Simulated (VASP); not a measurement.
# Mo: single point with PBE

Mo, a slab with vacuum:

```
Mo
1.0
     4.47010    0.00000    0.00000
    -2.23505    3.87122    0.00000
     0.00000    0.00000   16.00000
Mo
1
Direct
  0.00000 0.00000 0.50000
```

| Property | Result |
| --- | --- |
| Program | VASP 6.6.1 |
| Task | single point |
| Functional | PBE |
| Potentials or basis | VASP PAW PBE potentials, release 64 (Mo_sv) |
| Cutoff | 520 eV |
| k mesh | 10 × 10 × 1 |
| Occupations | fermi-dirac, width 0.1 eV |
| Spin | non-collinear spin, zero start, spin-orbit coupling |
| Starting moments | [[0.0, 0.0, 0.0]] μB |
| Dipole correction | yes |
| Further INCAR settings | ALGO = Normal; EDIFF = 1e-06; NBANDS = 25 |

```
Net moment                                            : 0.00 μB per cell
Valence electrons inside the program's atomic spheres : Mo 11.97
```

Moments on the atoms (μB; x, y, z):
```
Mo  0.00 0.00 0.00
```

It took 14 min on 1 thread of Intel Xeon 8259CL, with other jobs on the host, peak memory 0.99 GiB.
